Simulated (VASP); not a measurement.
# Sr3Ag (Pm-3m) in VASP: a series of runs, part 2 of 2

VASP 6.6.1. The steps go on from the part before.

### Step 3. Single point, PBE

This run uses another cell than the first one, of 39.73 Å³/atom.

INCAR reads:

```
SYSTEM = Sr3Ag
PREC = Accurate ; ENCUT = 520
EDIFF = 1E-7 ; ISMEAR = -1
SIGMA = 0.05 ; LREAL = .FALSE.
LASPH = .TRUE. ; NELM = 100
ALGO = Fast ; ISIF = 2
LWAVE = .FALSE. ; LCHARG = .FALSE.
GGA = PE ; NBANDS = 28
```

KPOINTS reads:

```
Automatic mesh
0
G
  5 5 5
  0 0 0
```

POSCAR reads:

```
Sr3Ag
1.0
    5.4166648895      0.0000000000      0.0000000000
    0.0000000000      5.4166648895      0.0000000000
    0.0000000000      0.0000000000      5.4166648895
Ag Sr
1 3
Direct
    0.0000000000      0.0000000000      0.0000000000
    0.5000000000      0.5000000000      0.0000000000
    0.5000000000      0.0000000000      0.5000000000
    0.0000000000      0.5000000000      0.5000000000
```

Potentials or basis: VASP PAW PBE potentials, release 64 (Ag, Sr_sv).

Launch:

```sh
$ cat potpaw_PBE.64/Ag/POTCAR potpaw_PBE.64/Sr_sv/POTCAR > POTCAR
$ mpirun -np 1 vasp_std > vasp.out
```

OUTCAR:

```text
SYSTEM = Sr3Ag
   PREC = Accurate
   ENCUT = 520
   EDIFF = 1E-7
   ISMEAR = -1
   LREAL = .FALSE.
   LASPH = .TRUE.
   NELM = 100
   ISIF = 2
   GGA = PE

 ion  position               nearest neighbor table
   1  0.000  0.000  0.000-   2 3.83   3 3.83   4 3.83   3 3.83   4 3.83   2 3.83   4 3.83   4 3.83
                             2 3.83   3 3.83   3 3.83   2 3.83
   2  0.500  0.500  0.000-   1 3.83   3 3.83   4 3.83   3 3.83   4 3.83   1 3.83   3 3.83   3 3.83
                             1 3.83   4 3.83   4 3.83   1 3.83
   3  0.500  0.000  0.500-   1 3.83   2 3.83   4 3.83   1 3.83   2 3.83   2 3.83   4 3.83   2 3.83
                             1 3.83   4 3.83   1 3.83   4 3.83
   4  0.000  0.500  0.500-   1 3.83   2 3.83   3 3.83   1 3.83   2 3.83   1 3.83   3 3.83   1 3.83
                             2 3.83   3 3.83   2 3.83   3 3.83

  LATTYP: Found a simple cubic cell.
 ALAT       =     5.4166648895

  Lattice vectors:

 A1 = (   5.4166648895,   0.0000000000,   0.0000000000)
 A2 = (   0.0000000000,   5.4166648895,   0.0000000000)
 A3 = (   0.0000000000,   0.0000000000,   5.4166648895)

Analysis of symmetry for initial positions (statically):
=====================================================================
 Subroutine PRICEL returns:
 Original cell was already a primitive cell.

 Routine SETGRP: Setting up the symmetry group for a
 simple cubic supercell.

 Subroutine GETGRP returns: Found 48 space group operations
 (whereof 48 operations were pure point group operations)
 out of a pool of 48 trial point group operations.

The static configuration has the point symmetry O_h .

Analysis of symmetry for dynamics (positions and initial velocities):
=====================================================================
 Subroutine PRICEL returns:
 Original cell was already a primitive cell.

 Routine SETGRP: Setting up the symmetry group for a
 simple cubic supercell.

 Subroutine GETGRP returns: Found 48 space group operations
 (whereof 48 operations were pure point group operations)
 out of a pool of 48 trial point group operations.

The dynamic configuration has the point symmetry O_h .

 Subroutine INISYM returns: Found 48 space group operations
 (whereof 48 operations are pure point group operations),
 and found     1 'primitive' translations

----------------------------------------------------------------------------------------

                                     Primitive cell

  volume of cell :     158.9263

  direct lattice vectors                    reciprocal lattice vectors
     5.416664889  0.000000000  0.000000000     0.184615445  0.000000000  0.000000000
     0.000000000  5.416664889  0.000000000     0.000000000  0.184615445  0.000000000
     0.000000000  0.000000000  5.416664889     0.000000000  0.000000000  0.184615445

  length of vectors
     5.416664889  5.416664889  5.416664889     0.184615445  0.184615445  0.184615445

  position of ions in fractional coordinates (direct lattice)
     0.000000000  0.000000000  0.000000000
     0.500000000  0.500000000  0.000000000
     0.500000000  0.000000000  0.500000000
     0.000000000  0.500000000  0.500000000

  ion indices of the primitive-cell ions
   primitive index   ion index
                 1           1
                 2           2
[... 27 lines left out ...]
 Found     10 irreducible k-points:

 Following reciprocal coordinates:
            Coordinates               Weight
  0.000000  0.000000  0.000000      1.000000
  0.200000  0.000000  0.000000      6.000000
  0.400000  0.000000  0.000000      6.000000
  0.200000  0.200000  0.000000     12.000000
  0.400000  0.200000  0.000000     24.000000
  0.400000  0.400000  0.000000     12.000000
  0.200000  0.200000  0.200000      8.000000
  0.400000  0.200000  0.200000     24.000000
  0.400000  0.400000  0.200000     24.000000
  0.400000  0.400000  0.400000      8.000000
   k-points           NKPTS =     10   k-points in BZ     NKDIM =     10   number of bands    NBANDS=     28
   number of dos      NEDOS =    301   number of ions     NIONS =      4
   total plane-waves  NPLWV =  64000
   dimension x,y,z NGX =    40 NGY =   40 NGZ =   40
   dimension x,y,z NGXF=    80 NGYF=   80 NGZF=   80
   ions per type =               1   3
   NGX,Y,Z   is equivalent  to a cutoff of  12.28, 12.28, 12.28 a.u.
   NGXF,Y,Z  is equivalent  to a cutoff of  24.55, 24.55, 24.55 a.u.
 SYSTEM =  Sr3Ag
   PREC   = accura    normal or accurate (medium, high low for compatibility)
   ISTART =      0    job   : 0-new  1-cont  2-samecut
   ICHARG =      2    charge: 1-file 2-atom 10-const
   ISPIN  =      1    spin polarized calculation?
   LNONCOLLINEAR =      F non collinear calculations
   LSORBIT =      F    spin-orbit coupling
   LASPH  =      T    aspherical Exc in radial PAW
   ENCUT  =  520.0 eV  38.22 Ry    6.18 a.u.  10.07 10.07 10.07*2*pi/ulx,y,z
   NELM   =    100;   NELMIN=  2; NELMDL= -5     # of ELM steps
   EDIFF  = 0.1E-06   stopping-criterion for ELM
   LREAL  =      F    real-space projection
   EDIFFG = 0.1E-05   stopping-criterion for IOM
   NSW    =      0    number of steps for IOM
   IBRION =     -1    ionic relax: 0-MD 1-quasi-New 2-CG
   NFREE  =      0    steps in history (QN), initial steepest desc. (CG)
   ISIF   =      2    stress and relaxation
   ISYM   =      2    0-nonsym 1-usesym 2-fastsym
   POTIM  = 0.5000    time-step for ionic-motion
   TEBEG  =    0.0;   TEEND  =   0.0 temperature during run
   PSTRESS=    0.0 pullay stress
   NELECT =      41.0000    total number of electrons
   NUPDOWN=      -1.0000    fix difference up-down
   EMIN   =  10.00;   EMAX   =-10.00  energy-range for DOS
   EFERMI =   0.00;   METHOD = LEGACY
   ISMEAR =    -1;   SIGMA  =   0.05  broadening in eV -4-tet -1-fermi 0-gaus
   EFERMI_NEDOS =   21; number of points for ismear=-14 and -15
   IALGO  =     68    algorithm
   IMIX   =      4    mixing-type and parameters
     AMIX     =   0.40;   BMIX     =  1.00
     AMIX_MAG =   1.60;   BMIX_MAG =  1.00
  volume/ion in A,a.u.               =      39.73       268.12
  Fermi-wavevector in a.u.,A,eV,Ry     =   1.042167  1.969411 14.777463  1.086113
  Thomas-Fermi vector in A             =   2.176821
   LORBIT       =      0    0 simple, 1 ext, 2 COOP (PROOUT), +10 PAW based schemes
   GGA     = PE    functional components
   LHFCALC =     F    Hartree Fock is set to
   AEXX    =    0.0000 exact exchange contribution
   IVDW    =     0    specifies the selected vdW correction
   LEPSILON=     F    determine dielectric tensor
   LRPA    =     F    only Hartree local field effects (RPA)
 non-spin polarized calculation
 RMM-DIIS sequential band-by-band and
  energy-cutoff  :      520.00
  volume of cell :      158.93
 maximum number of plane-waves:      4337
   NGX = 21   NGY = 21   NGZ = 21

 number of electron      40.9999992 magnetization

 Free energy of the ion-electron system (eV)
  ---------------------------------------------------
  ext. energy  EPLUGINS =         0.00000000
  ---------------------------------------------------
  free energy    TOTEN  =        -7.52850157 eV

  energy without entropy =       -7.49906967  energy(sigma->0) =       -7.51378562

 E-fermi :   2.6729     XC(G=0):  -8.3135

 val. band max:        2.5300476816   @ k =   0.2000   0.2000   0.2000
 cond. band min:       2.7237492665   @ k =   0.4000   0.2000   0.0000
 fundamental gap:      0.1937015849
 Fermi energy:         2.6728797835

 k-point     1 :       0.0000    0.0000    0.0000
  band No.  band energies     occupation
      1     -33.6774      2.00000
      2     -33.6189      2.00000
      3     -33.6189      2.00000
      4     -15.8575      2.00000
      5     -15.8575      2.00000
      6     -15.8575      2.00000
[... 299 lines left out ...]
     27       5.0647      0.00000
     28       5.3874      0.00000

------------------------ aborting loop because EDIFF is reached ----------------------------------------

  FORCE on cell =-STRESS in cart. coord.  units (eV):
  Direction    XX          YY          ZZ          XY          YZ          ZX
  --------------------------------------------------------------------------------------
  -------------------------------------------------------------------------------------
  Total        0.7153561      0.7153561      0.7153561     -0.0000000      0.0000000      0.0000000
  in kB        7.2116889      7.2116889      7.2116889     -0.0000000      0.0000000      0.0000000
  external PRESSURE =       7.2116889 kB  Pullay stress =       0.0000000 kB

 VOLUME and BASIS-vectors are now :
 -----------------------------------------------------------------------------
  energy-cutoff  :      520.00
  volume of cell :      158.93
      direct lattice vectors                 reciprocal lattice vectors
     5.416664889  0.000000000  0.000000000     0.184615445  0.000000000  0.000000000
     0.000000000  5.416664889  0.000000000     0.000000000  0.184615445  0.000000000
     0.000000000  0.000000000  5.416664889     0.000000000  0.000000000  0.184615445

 POSITION                                       TOTAL-FORCE (eV/Angst)
 -----------------------------------------------------------------------------------
      0.00000      0.00000      0.00000         0.000000      0.000000      0.000000
      2.70833      2.70833      0.00000         0.000000      0.000000      0.000000
      2.70833      0.00000      2.70833         0.000000      0.000000      0.000000
      0.00000      2.70833      2.70833         0.000000      0.000000      0.000000
 -----------------------------------------------------------------------------------
    total drift:                               -0.000000     -0.000000     -0.000000

  FREE ENERGIE OF THE ION-ELECTRON SYSTEM (eV)
  ---------------------------------------------------
  free  energy   TOTEN  =        -7.5285015744 eV

  energy  without entropy=       -7.4990696726  energy(sigma->0) =       -7.51378562
```

OSZICAR:

```text
N       E                     dE             d eps       ncg     rms          rms(c)
DAV:   1     0.256511192540E+03    0.25651E+03   -0.19230E+04   560   0.127E+03
DAV:   2     0.127531355109E+02   -0.24376E+03   -0.23860E+03   612   0.298E+02
DAV:   3    -0.671337604146E+01   -0.19467E+02   -0.19145E+02   892   0.611E+01
[... 13 lines left out ...]
RMM:  17    -0.752850084057E+01   -0.48125E-06   -0.43727E-06   762   0.505E-03    0.122E-03
RMM:  18    -0.752850127502E+01   -0.43445E-06   -0.25637E-06   690   0.401E-03    0.213E-04
RMM:  19    -0.752850139295E+01   -0.11793E-06   -0.14183E-06   594   0.310E-03    0.469E-04
RMM:  20    -0.752850149295E+01   -0.10001E-06   -0.89756E-07   532   0.249E-03    0.250E-04
RMM:  21    -0.752850157443E+01   -0.81479E-07   -0.55589E-07   468   0.212E-03
   1 F= -.75285016E+01 E0= -.75137856E+01  d E =-.294319E-01
```

Run time: 42 s. Hardware: 1 thread of AMD EPYC 9R45 (Zen 5), shared host; peak memory 0.22 GiB.

Results:

```
Free energy            : -7.5285 eV
Pressure               : 0.7 GPa
Band gap on the k mesh : zero (an odd number of electrons rules out a gap without spin polarisation)
```

Levels at points of the mesh, in eV from the Fermi level:
| k point | band 17 | band 18 | band 19 | band 20 | band 21 | band 22 | band 23 | band 24 |
| --- | --- | --- | --- | --- | --- | --- | --- | --- |
| (0.00, 0.00, 0.00) | -4.12 | -4.12 | -1.48 | 0.42 | 0.42 | 0.84 | 0.84 | 0.84 |

### Step 4. Single point, PBE

This run uses another cell than the first one, of 40.56 Å³/atom.

INCAR reads:

```
SYSTEM = Sr3Ag
  PREC = Accurate
  ENCUT = 520
  EDIFF = 1E-7
  ISMEAR = -1
  SIGMA = 0.05
  LREAL = .FALSE.
  LASPH = .TRUE.
  NELM = 60
  ALGO = Normal
  ISIF = 2
  LWAVE = .FALSE.
  LCHARG = .FALSE.
  GGA = PE
  NBANDS = 28
```

KPOINTS reads:

```
regular mesh
0
G
  5 5 5
  0 0 0
```

POSCAR reads:

```
Sr3Ag
1.0
    5.4540223795      0.0000000000      0.0000000000
    0.0000000000      5.4540223795      0.0000000000
    0.0000000000      0.0000000000      5.4540223795
Ag Sr
1 3
Direct
    0.0000000000      0.0000000000      0.0000000000
    0.5000000000      0.5000000000      0.0000000000
    0.5000000000      0.0000000000      0.5000000000
    0.0000000000      0.5000000000      0.5000000000
```

Potentials or basis: VASP PAW PBE potentials, release 64 (Ag, Sr_sv).

Launch:

```sh
$ cat potpaw_PBE.64/Ag/POTCAR potpaw_PBE.64/Sr_sv/POTCAR > POTCAR
$ mpirun -np 1 vasp_std > vasp.out
```

OUTCAR:

```text
SYSTEM = Sr3Ag
   PREC = Accurate
   ENCUT = 520
   EDIFF = 1E-7
   ISMEAR = -1
   LREAL = .FALSE.
   LASPH = .TRUE.
   NELM = 60
   ISIF = 2
   GGA = PE

 ion  position               nearest neighbor table
   1  0.000  0.000  0.000-   2 3.86   3 3.86   4 3.86   3 3.86   4 3.86   2 3.86   4 3.86   4 3.86
                             2 3.86   3 3.86   3 3.86   2 3.86
   2  0.500  0.500  0.000-   1 3.86   3 3.86   4 3.86   3 3.86   4 3.86   1 3.86   3 3.86   3 3.86
                             1 3.86   4 3.86   4 3.86   1 3.86
   3  0.500  0.000  0.500-   1 3.86   2 3.86   4 3.86   1 3.86   2 3.86   2 3.86   4 3.86   2 3.86
                             1 3.86   4 3.86   1 3.86   4 3.86
   4  0.000  0.500  0.500-   1 3.86   2 3.86   3 3.86   1 3.86   2 3.86   1 3.86   3 3.86   1 3.86
                             2 3.86   3 3.86   2 3.86   3 3.86

  LATTYP: Found a simple cubic cell.
 ALAT       =     5.4540223795

  Lattice vectors:

 A1 = (   5.4540223795,   0.0000000000,   0.0000000000)
 A2 = (   0.0000000000,   5.4540223795,   0.0000000000)
 A3 = (   0.0000000000,   0.0000000000,   5.4540223795)

Analysis of symmetry for initial positions (statically):
=====================================================================
 Subroutine PRICEL returns:
 Original cell was already a primitive cell.

 Routine SETGRP: Setting up the symmetry group for a
 simple cubic supercell.

 Subroutine GETGRP returns: Found 48 space group operations
 (whereof 48 operations were pure point group operations)
 out of a pool of 48 trial point group operations.

The static configuration has the point symmetry O_h .

Analysis of symmetry for dynamics (positions and initial velocities):
=====================================================================
 Subroutine PRICEL returns:
 Original cell was already a primitive cell.

[... 111 lines left out ...]
   ISMEAR =    -1;   SIGMA  =   0.05  broadening in eV -4-tet -1-fermi 0-gaus
   EFERMI_NEDOS =   21; number of points for ismear=-14 and -15
   IALGO  =     38    algorithm
   IMIX   =      4    mixing-type and parameters
     AMIX     =   0.40;   BMIX     =  1.00
     AMIX_MAG =   1.60;   BMIX_MAG =  1.00
  volume/ion in A,a.u.               =      40.56       273.71
  Fermi-wavevector in a.u.,A,eV,Ry     =   1.035029  1.955921 14.575719  1.071285
  Thomas-Fermi vector in A             =   2.169353
   LORBIT       =      0    0 simple, 1 ext, 2 COOP (PROOUT), +10 PAW based schemes
   GGA     = PE    functional components
   LHFCALC =     F    Hartree Fock is set to
   AEXX    =    0.0000 exact exchange contribution
   IVDW    =     0    specifies the selected vdW correction
   LEPSILON=     F    determine dielectric tensor
   LRPA    =     F    only Hartree local field effects (RPA)
 non-spin polarized calculation
  energy-cutoff  :      520.00
  volume of cell :      162.24
 maximum number of plane-waves:      4385
 NGX is ok and might be reduce to    42
   NGX = 21   NGY = 21   NGZ = 21

 number of electron      41.0000008 magnetization

 Free energy of the ion-electron system (eV)
  ---------------------------------------------------
  ext. energy  EPLUGINS =         0.00000000
  ---------------------------------------------------
  free energy    TOTEN  =        -7.53998092 eV

  energy without entropy =       -7.51209464  energy(sigma->0) =       -7.52603778

 E-fermi :   2.5833     XC(G=0):  -8.2386

 val. band max:        2.4252349595   @ k =   0.2000   0.2000   0.2000
 cond. band min:       2.6354569503   @ k =   0.4000   0.2000   0.0000
 fundamental gap:      0.2102219908
 Fermi energy:         2.5832577049

 k-point     1 :       0.0000    0.0000    0.0000
  band No.  band energies     occupation
      1     -33.8087      2.00000
      2     -33.7552      2.00000
      3     -33.7552      2.00000
      4     -15.9744      2.00000
      5     -15.9744      2.00000
      6     -15.9744      2.00000
[... 299 lines left out ...]
     27       4.9488      0.00000
     28       5.2648      0.00000

------------------------ aborting loop because EDIFF is reached ----------------------------------------

  FORCE on cell =-STRESS in cart. coord.  units (eV):
  Direction    XX          YY          ZZ          XY          YZ          ZX
  --------------------------------------------------------------------------------------
  -------------------------------------------------------------------------------------
  Total        0.3670376      0.3670376      0.3670376      0.0000000      0.0000000     -0.0000000
  in kB        3.6246859      3.6246859      3.6246859      0.0000000      0.0000000     -0.0000000
  external PRESSURE =       3.6246859 kB  Pullay stress =       0.0000000 kB

 VOLUME and BASIS-vectors are now :
 -----------------------------------------------------------------------------
  energy-cutoff  :      520.00
  volume of cell :      162.24
      direct lattice vectors                 reciprocal lattice vectors
     5.454022379  0.000000000  0.000000000     0.183350916  0.000000000  0.000000000
     0.000000000  5.454022379  0.000000000     0.000000000  0.183350916  0.000000000
     0.000000000  0.000000000  5.454022379     0.000000000  0.000000000  0.183350916

 POSITION                                       TOTAL-FORCE (eV/Angst)
 -----------------------------------------------------------------------------------
      0.00000      0.00000      0.00000         0.000000      0.000000      0.000000
      2.72701      2.72701      0.00000         0.000000      0.000000      0.000000
      2.72701      0.00000      2.72701         0.000000      0.000000      0.000000
      0.00000      2.72701      2.72701         0.000000      0.000000      0.000000
 -----------------------------------------------------------------------------------
    total drift:                                0.000000     -0.000000     -0.000000

  FREE ENERGIE OF THE ION-ELECTRON SYSTEM (eV)
  ---------------------------------------------------
  free  energy   TOTEN  =        -7.5399809246 eV

  energy  without entropy=       -7.5120946404  energy(sigma->0) =       -7.52603778
```

stdout:

```text
POSCAR found type information on POSCAR AgSr
 POSCAR found :  2 types and       4 ions
 scaLAPACK will be used
 LDA part: xc-table for (Slater+PW92), standard interpolation
 POSCAR, INCAR and KPOINTS ok, starting setup
 FFT: planning ... GRIDC
 FFT: planning ... GRID_SOFT
 FFT: planning ... GRID
 WAVECAR not read
 entering main loop
```

Run time: 31 s. Hardware: 1 thread of AMD EPYC 9R45 (Zen 5), shared host; peak memory 0.23 GiB.

What came out:

```yaml
Free_energy: -7.5400 eV
Pressure: 0.4 GPa
Band_gap_on_the_k_mesh: zero (an odd number of electrons rules out a gap without spin polarisation)
```

### Step 5. The runs side by side

| cell | gap on the mesh (eV) | pressure (GPa) |
| --- | --- | --- |
| a = 5.379 Å, 4 atoms | none | 1.1 |
| a = 5.417 Å, 4 atoms | none | 0.7 |
| a = 5.454 Å, 4 atoms | none | 0.4 |

Alike in all rows: task single point; level PBE; potentials or basis VASP PAW PBE potentials, release 64 (Ag, Sr_sv); no spin polarisation; k mesh 5 × 5 × 5; cutoff (eV) 520; smearing fermi-dirac 0.05 eV.

Total energies depend on the potentials used, so only differences within one code and one set of settings carry meaning.

The gap in the log of VASP goes by the Fermi energy; the results here count the filled bands.